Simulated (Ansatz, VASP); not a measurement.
Si: VASP beside Ansatz

```
Si
1.0
     3.83132    0.00000    0.00000
    -1.91566    3.31802    0.00000
     0.00000    0.00000    6.33262
Si
4
Direct
  0.66667 0.33333 0.93699
  0.33333 0.66667 0.43699
  0.66667 0.33333 0.56301
  0.33333 0.66667 0.06301
```

Alike in both runs: task relaxation of cell and atoms; functional PBE0; k mesh 4 × 4 × 2; occupations fermi-dirac, width 0.05 eV; no spin polarisation.

|  | VASP | Ansatz |
| --- | --- | --- |
| version | VASP 6.6.1 | Ansatz 0.2.0 |
| potentials or method | VASP PAW PBE potentials, release 64 (Si) | Ansatz PAW |
| plane-wave cutoff (eV) | 600 | 420 |
| valence electrons in the cell | 16 | 16 |

```csv
,VASP,Ansatz,Ansatz less VASP
"gap on the k mesh at the Fermi level, each at its own relaxed structure (eV)",1.73,1.67,-0.053
relaxed volume (Å³/atom),20.07,20.15,+0.080
relaxed cell length with the largest relative difference (Å),3.837,3.843,+0.0054
```

The k mesh is coarse, so the values compare programs but aren't converged. Noted on Ansatz's run: the plane-wave basis is chosen anew once the cell has moved, so the energies of steps on either side of that aren't comparable.
